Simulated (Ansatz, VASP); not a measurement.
**One calculation of AlAs, two programs**

```xyz
2
Lattice="0.0000 2.8639 2.8639 2.8639 0.0000 2.8639 2.8639 2.8639 0.0000" Properties=species:S:1:pos:R:3 pbc="T T T"
Al    0.0000    0.0000    0.0000
As    1.4319    1.4319    1.4319
```

Alike in both runs: functional PBE; k mesh 8 × 8 × 8; occupations gaussian, width 0.02 eV; no spin polarisation.

Ansatz relaxed the structure, and its values are those at the end. VASP's run is a single point on that final structure, the one shown.

```csv
,VASP,Ansatz
version,VASP 6.6.1,Ansatz 0.2.0
potentials or method,"VASP PAW PBE potentials, release 64 (Al, As), cutoff 500 eV","scalar-relativistic, plane waves, PAW"
valence electrons in the cell,8,18
```

```tsv
	VASP	Ansatz	Ansatz less VASP
gap on the k mesh at the Fermi level (eV)	1.49	1.50	+0.009
least direct gap on the mesh (eV)	1.78	1.78	-0.003
pressure (GPa)	0.2	0.0	-0.17
```

VASP's potentials hold 8 valence electrons a cell and Ansatz's 18, so a difference there can come from the potentials and not from the codes.
